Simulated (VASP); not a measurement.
Crystal: CuO.

```
CELL_PARAMETERS angstrom
1.99097 -2.15355 0.00000
1.99097 2.15355 0.00000
0.00000 0.00000 5.15593
ATOMIC_POSITIONS crystal
Cu 0.50000 0.00000 0.00000
Cu 0.00000 0.50000 0.50000
O 0.50000 0.50000 0.25000
O 0.50000 0.50000 0.75000
```

```yaml
Program: VASP 6.6.1
Task: relaxation of cell and atoms
Functional: BLYP
Potentials_or_basis: VASP PAW PBE potentials, release 64 (Cu, O)
Cutoff: 600 eV
k_mesh: 9 × 9 × 5
Occupations: fermi-dirac, width 0.05 eV
Spin: no spin polarisation
```

At the start: pressure 8.0 GPa; volume 11.05 Å³/atom.

**Question.** Where does the relaxation end?

**Answer.** Over 15 steps the energy falls by 16.8 meV/atom and the volume is 11.71 Å³/atom (+5.9 %); space group P4_2/mmc (No. 131, to 0.05 Å).

The path:
| step | energy change (eV) | largest force (eV/Å) | pressure (GPa) | volume (Å³) |
| --- | --- | --- | --- | --- |
| 1 | 0.0000 | 0.0000 | 7.95 | 44.21 |
| 2 | -0.0395 | 0.0000 | -3.63 | 47.82 |
| 3 | -0.0547 | 0.0000 | 0.05 | 46.51 |
| 4 | -0.0579 | 0.0000 | 0.04 | 46.61 |
| 5 | -0.0606 | 0.0000 | -0.08 | 46.88 |
| 6 | -0.0608 | 0.0000 | 0.05 | 46.82 |
| 7 | -0.0623 | 0.0000 | -0.37 | 46.90 |
| 8 | -0.0644 | 0.0000 | -0.83 | 47.04 |
| 9 | -0.0652 | 0.0000 | -1.35 | 47.29 |
| 10 | -0.0654 | 0.0000 | -0.92 | 47.19 |
| 11 | -0.0665 | 0.0000 | -0.53 | 47.05 |
| 12 | -0.0669 | 0.0000 | -0.37 | 46.97 |
| 13 | -0.0672 | 0.0000 | 0.12 | 46.82 |
| 14 | -0.0672 | 0.0000 | -0.03 | 46.83 |
| 15 | -0.0672 | 0.0000 | 0.00 | 46.82 |

Final structure:
```xyz
4
Lattice="2.1187 -2.1237 0.0000 2.1187 2.1237 0.0000 0.0000 0.0000 5.2030" Properties=species:S:1:pos:R:3 pbc="T T T"
Cu    1.0593   -1.0619    0.0000
Cu    1.0593    1.0619    2.6015
O     2.1187    0.0000    1.3008
O     2.1187    0.0000    3.9023
```

Caveat: the PAW data sets were made with another functional, which shifts forces and pressure a little.
